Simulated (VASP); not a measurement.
# Si4GePt (Cmmm) in VASP: relaxation of cell and atoms with PBE

Aim: the relaxation of cell and atoms of Si4GePt with PBE.

Program: VASP 6.6.1. These are calculated values, not measurements. Logs are shortened: lines on timing, memory, paths and dates and some standing lists are left out, and cuts for length are marked.

## (1) The cell of the first run

Symmetry: Cmmm, No. 65, orthorhombic system. Conventional cell: a = 5.217 Å, b = 8.375 Å, c = 4.154 Å, α = 90.00°, β = 90.00°, γ = 90.00°. Si (site symmetry m2m) has 2 Pt at 2.48 Å and 7 Si at 2.56 to 3.00 Å and 3 Ge at 2.83 to 2.94 Å within 3.3 Å. Si (site symmetry 2/m) has 2 Pt at 2.47 Å and 6 Si at 2.56 to 2.61 Å and 4 Ge at 3.22 Å within 3.3 Å. Ge (site symmetry mmm) has 14 Si at 2.83 to 3.22 Å and 4 Pt at 3.33 Å within 3.7 Å. Pt (site symmetry mmm) has 8 Si at 2.47 to 2.48 Å and 4 Ge at 3.33 Å within 3.4 Å.

The cell was generated, and may not be a known phase.

## (2) Relaxation of cell and atoms, PBE

File INCAR:

```
PREC = Accurate ; ENCUT = 570
EDIFF = 1E-7 ; ISMEAR = 0
SIGMA = 0.1 ; LREAL = False
LASPH = True ; NELM = 120
ALGO = Normal ; ISIF = 3
LWAVE = False ; LCHARG = False
GGA = PE ; IBRION = 2
NSW = 90 ; EDIFFG = -0.04
GGA_COMPAT = False ; NELMIN = 4
```

File KPOINTS:

```
Automatic mesh
0
Gamma
  4 4 4
```

File POSCAR:

```
Si4GePt
1.0
    2.6087211200     -4.1876274000      0.0000000000
    2.6087211200      4.1876274000      0.0000000000
    0.0000000000      0.0000000000      4.1537170500
Si Ge Pt
4 1 1
Direct
    0.3380584700      0.6619415300      0.0000000000
    0.6619415300      0.3380584700      0.0000000000
    0.5000000000      0.0000000000      0.5000000000
    0.0000000000      0.5000000000      0.5000000000
    0.0000000000      0.0000000000      0.0000000000
    0.5000000000      0.5000000000      0.5000000000
```

Potentials or basis: VASP PAW PBE potentials, release 64 (Si, Ge_d, Pt_sv_GW).

Command:

```bash
cat potpaw_PBE.64/Si/POTCAR potpaw_PBE.64/Ge_d/POTCAR potpaw_PBE.64/Pt_sv_GW/POTCAR > POTCAR
mpirun -np 1 vasp_std > vasp.out
```

OUTCAR:

```text
PREC = Accurate
   ENCUT = 570
   EDIFF = 1E-7
   ISMEAR = 0
   LREAL = False
   LASPH = True
   NELM = 120
   ISIF = 3
   GGA = PE
   IBRION = 2
   NSW = 90
   EDIFFG = -0.04
   NELMIN = 4

 ion  position               nearest neighbor table
   1  0.338  0.662  0.000-   6 2.48   6 2.48   3 2.56   3 2.56   4 2.56   4 2.56   2 2.71   5 2.83
                             5 2.94   5 2.94   2 3.00   2 3.00
   2  0.662  0.338  0.000-   6 2.48   6 2.48   3 2.56   3 2.56   4 2.56   4 2.56   1 2.71   5 2.83
                             5 2.94   5 2.94   1 3.00   1 3.00
   3  0.500  0.000  0.500-   6 2.47   6 2.47   1 2.56   1 2.56   2 2.56   2 2.56   4 2.61   4 2.61

   4  0.000  0.500  0.500-   6 2.47   6 2.47   1 2.56   1 2.56   2 2.56   2 2.56   3 2.61   3 2.61

   5  0.000  0.000  0.000-   1 2.83   2 2.83   2 2.94   1 2.94   2 2.94   1 2.94
   6  0.500  0.500  0.500-   3 2.47   4 2.47   3 2.47   4 2.47   1 2.48   2 2.48   1 2.48   2 2.48

  LATTYP: Found a base centered orthorhombic cell.
 ALAT       =     5.2174422400
 B/A-ratio  =     1.6052414986
 C/A-ratio  =     0.7961213290

  Lattice vectors:

 A1 = (   2.6087211200,  -4.1876274000,   0.0000000000)
 A2 = (   2.6087211200,   4.1876274000,   0.0000000000)
 A3 = (   0.0000000000,   0.0000000000,   4.1537170500)

Analysis of symmetry for initial positions (statically):
=====================================================================
 Subroutine PRICEL returns:
 Original cell was already a primitive cell.

 Routine SETGRP: Setting up the symmetry group for a
 base centered orthorhombic supercell.

 Subroutine GETGRP returns: Found  8 space group operations
 (whereof  8 operations were pure point group operations)
 out of a pool of  8 trial point group operations.

The static configuration has the point symmetry D_2h.

Analysis of symmetry for dynamics (positions and initial velocities):
=====================================================================
 Subroutine PRICEL returns:
 Original cell was already a primitive cell.

 Routine SETGRP: Setting up the symmetry group for a
 base centered orthorhombic supercell.

 Subroutine GETGRP returns: Found  8 space group operations
 (whereof  8 operations were pure point group operations)
 out of a pool of  8 trial point group operations.

The dynamic configuration has the point symmetry D_2h.

 Subroutine INISYM returns: Found  8 space group operations
 (whereof  8 operations are pure point group operations),
 and found     1 'primitive' translations

----------------------------------------------------------------------------------------

                                     Primitive cell

  volume of cell :      90.7533

  direct lattice vectors                    reciprocal lattice vectors
     2.608721120 -4.187627400  0.000000000     0.191664796 -0.119399352  0.000000000
     2.608721120  4.187627400  0.000000000     0.191664796  0.119399352  0.000000000
     0.000000000  0.000000000  4.153717050     0.000000000  0.000000000  0.240748223
[... 94 lines left out ...]
   ISIF   =      3    stress and relaxation
   ISYM   =      2    0-nonsym 1-usesym 2-fastsym
   POTIM  = 0.5000    time-step for ionic-motion
   TEBEG  =    0.0;   TEEND  =   0.0 temperature during run
   PSTRESS=    0.0 pullay stress
   NELECT =      48.0000    total number of electrons
   NUPDOWN=      -1.0000    fix difference up-down
   EMIN   =  10.00;   EMAX   =-10.00  energy-range for DOS
   EFERMI =   0.00;   METHOD = LEGACY
   ISMEAR =     0;   SIGMA  =   0.10  broadening in eV -4-tet -1-fermi 0-gaus
   EFERMI_NEDOS =   21; number of points for ismear=-14 and -15
   IALGO  =     38    algorithm
   IMIX   =      4    mixing-type and parameters
     AMIX     =   0.40;   BMIX     =  1.00
     AMIX_MAG =   1.60;   BMIX_MAG =  1.00
  volume/ion in A,a.u.               =      15.13       102.07
  Fermi-wavevector in a.u.,A,eV,Ry     =   1.323938  2.501880 23.848460  1.752812
  Thomas-Fermi vector in A             =   2.453510
   LORBIT       =      0    0 simple, 1 ext, 2 COOP (PROOUT), +10 PAW based schemes
   GGA     = PE    functional components
   LHFCALC =     F    Hartree Fock is set to
   AEXX    =    0.0000 exact exchange contribution
   IVDW    =     0    specifies the selected vdW correction
   LEPSILON=     F    determine dielectric tensor
   LRPA    =     F    only Hartree local field effects (RPA)
 conjugate gradient relaxation of ions
 non-spin polarized calculation
 Gauss-broadening in eV      SIGMA  =   0.10
  energy-cutoff  :      570.00
  volume of cell :       90.75
 maximum number of plane-waves:      2816
 NGX is ok and might be reduce to    40
   NGX = 19   NGY = 19   NGZ = 17

--------------------------------------- Ionic step        1  -------------------------------------------

 number of electron      48.0000004 magnetization

 Free energy of the ion-electron system (eV)
  ---------------------------------------------------
  ext. energy  EPLUGINS =         0.00000000
  ---------------------------------------------------
  free energy    TOTEN  =       -29.31929891 eV

  energy without entropy =      -29.28792972  energy(sigma->0) =      -29.30361432

 E-fermi :  10.1310     XC(G=0): -11.6410

 val. band max:       10.1224041341   @ k =  -0.2500   0.2500   0.0000
 cond. band min:      10.1587314368   @ k =   0.5000   0.2500   0.2500
 fundamental gap:      0.0363273026
 Fermi energy:        10.1309880241

 k-point     1 :       0.0000    0.0000    0.0000
  band No.  band energies     occupation
      1     -89.7956      2.00000
      2     -44.1623      2.00000
      3     -44.0737      2.00000
      4     -43.7917      2.00000
      5     -15.0994      2.00000
      6     -15.0840      2.00000
[... 753 lines left out ...]
  FREE ENERGIE OF THE ION-ELECTRON SYSTEM (eV)
  ---------------------------------------------------
  free  energy   TOTEN  =       -29.8985756623 eV

  energy  without entropy=      -29.8785070690  energy(sigma->0) =      -29.88854137

[... ionic steps 4 to 43 ...]

--------------------------------------- Ionic step       44  -------------------------------------------

 number of electron      48.0000000 magnetization

------------------------ aborting loop because EDIFF is reached ----------------------------------------
[... 75 lines left out ...]
--------------------------------------- Ionic step       46  -------------------------------------------

 number of electron      47.9999999 magnetization

 Free energy of the ion-electron system (eV)
  ---------------------------------------------------
  ext. energy  EPLUGINS =         0.00000000
  ---------------------------------------------------
  free energy    TOTEN  =       -30.23767021 eV

  energy without entropy =      -30.23122988  energy(sigma->0) =      -30.23445005

 E-fermi :   8.5707     XC(G=0): -11.1157

 val. band max:        8.5118687213   @ k =   0.5000  -0.0000   0.5000
 cond. band min:       8.6144410056   @ k =  -0.2500   0.2500   0.0000
 fundamental gap:      0.1025722843
 Fermi energy:         8.5706998778

 k-point     1 :       0.0000    0.0000    0.0000
  band No.  band energies     occupation
      1     -90.8127      2.00000
      2     -45.1540      2.00000
      3     -45.0162      2.00000
      4     -44.8459      2.00000
      5     -16.6612      2.00000
      6     -16.6586      2.00000
[... 673 lines left out ...]
  FREE ENERGIE OF THE ION-ELECTRON SYSTEM (eV)
  ---------------------------------------------------
  free  energy   TOTEN  =       -30.2376702113 eV

  energy  without entropy=      -30.2312298841  energy(sigma->0) =      -30.23445005

 reached required accuracy - stopping structural energy minimisation
```

CONTCAR:

```text
Si4GePt
   1.00000000000000
     2.9360498555758232   -4.2184508128207954    0.0000000000000000
     2.9360498555758232    4.2184508128207954    0.0000000000000000
     0.0000000000000000    0.0000000000000000    4.0922572663277315
  Si              Ge              Pt
     4     1     1
Direct
     0.3136171657925629    0.6863828342074372    0.0000000000000000
     0.6863828342074372    0.3136171657925629    0.0000000000000000
     0.5000000000000000    0.0000000000000000    0.5000000000000000
     0.0000000000000000    0.5000000000000000    0.5000000000000000
     0.0000000000000000    0.0000000000000000    0.0000000000000000
     0.5000000000000000    0.5000000000000000    0.5000000000000000

  0.00000000E+00  0.00000000E+00  0.00000000E+00
  0.00000000E+00  0.00000000E+00  0.00000000E+00
  0.00000000E+00  0.00000000E+00  0.00000000E+00
  0.00000000E+00  0.00000000E+00  0.00000000E+00
  0.00000000E+00  0.00000000E+00  0.00000000E+00
  0.00000000E+00  0.00000000E+00  0.00000000E+00
```

Run time: 34 min. Hardware: 1 thread of AMD EPYC 7R43 (Zen 3), shared host; peak memory 0.25 GiB.

What came out:

| Item | Value |
| --- | --- |
| Free energy | -30.2377 eV |
| Relaxed volume | 16.89 Å³/atom |
| Relaxed cell | a = 5.140 Å, b = 5.140 Å, c = 4.092 Å, α = 90.00°, β = 90.00°, γ = 110.32° |
| Space group after relaxing (to 0.1 Å) | Cmmm (No. 65) |
| Energy gained by relaxing | 153.1 meV/atom |
| Ionic steps | 46 |
| Pressure after relaxing | 0.1 GPa |
| Largest force after relaxing | 0.038 eV/Å |
| Band gap on the k mesh | zero (bands 24 and 25 overlap by 2.68 eV) |

Forces in eV/Å, atoms in the order of the input:
```
Si   0.000 -0.038  0.000
Si   0.000  0.038  0.000
Si   0.000  0.000  0.000
Si   0.000  0.000  0.000
Ge   0.000  0.000  0.000
Pt   0.000  0.000  0.000
```

Step by step:
```tsv
step	energy change (eV)	largest force (eV/Å)	pressure (GPa)	volume (Å³)
1	0.0000	0.9245	15.38	90.75
3	-0.5793	0.2385	-0.47	103.14
5	-0.7717	0.1640	-0.47	102.17
7	-0.8080	0.0331	-0.31	101.72
9	-0.8159	0.0054	0.05	101.48
11	-0.8184	0.0249	0.05	101.82
13	-0.8214	0.0234	-0.25	102.09
15	-0.8229	0.0424	-0.50	102.34
17	-0.8246	0.0864	-0.07	101.96
19	-0.8311	0.2950	0.68	101.19
21	-0.8143	0.4664	5.60	97.65
23	-0.8626	0.3876	2.70	99.51
25	-0.8637	0.3806	2.81	99.44
27	-0.8654	0.3721	2.97	99.38
29	-0.8758	0.3409	2.53	99.80
31	-0.9028	0.2165	0.82	101.46
33	-0.9089	0.1301	-0.38	102.68
35	-0.9099	0.1185	-0.41	102.69
37	-0.9134	0.0532	-0.12	102.12
39	-0.9142	0.0555	-0.07	102.06
41	-0.9159	0.0049	0.76	100.87
43	-0.9169	0.0125	0.44	101.25
45	-0.9182	0.0552	-0.08	101.41
46	-0.9184	0.0375	0.07	101.37
```

Final structure:
```cif
data_structure
_symmetry_space_group_name_H-M 'P 1'
_symmetry_Int_Tables_number 1
_cell_length_a 5.1396
_cell_length_b 5.1396
_cell_length_c 4.0923
_cell_angle_alpha 90.000
_cell_angle_beta 90.000
_cell_angle_gamma 110.324
_cell_volume 101.37
loop_
_atom_site_label
_atom_site_type_symbol
_atom_site_fract_x
_atom_site_fract_y
_atom_site_fract_z
_atom_site_occupancy
Si1 Si 0.31362 0.68638 0.00000 1
Si2 Si 0.68638 0.31362 0.00000 1
Si3 Si 0.50000 0.00000 0.50000 1
Si4 Si 0.00000 0.50000 0.50000 1
Ge1 Ge 0.00000 0.00000 0.00000 1
Pt1 Pt 0.50000 0.50000 0.50000 1
```

Caveat: the k points lie up to 0.38 Å⁻¹ apart in the final cell, too coarse for converged energies and pressures of a metal; spin-orbit coupling is left out, which moves the levels of the heavy elements.

The gap in the log of VASP goes by the Fermi energy; the results here count the filled bands.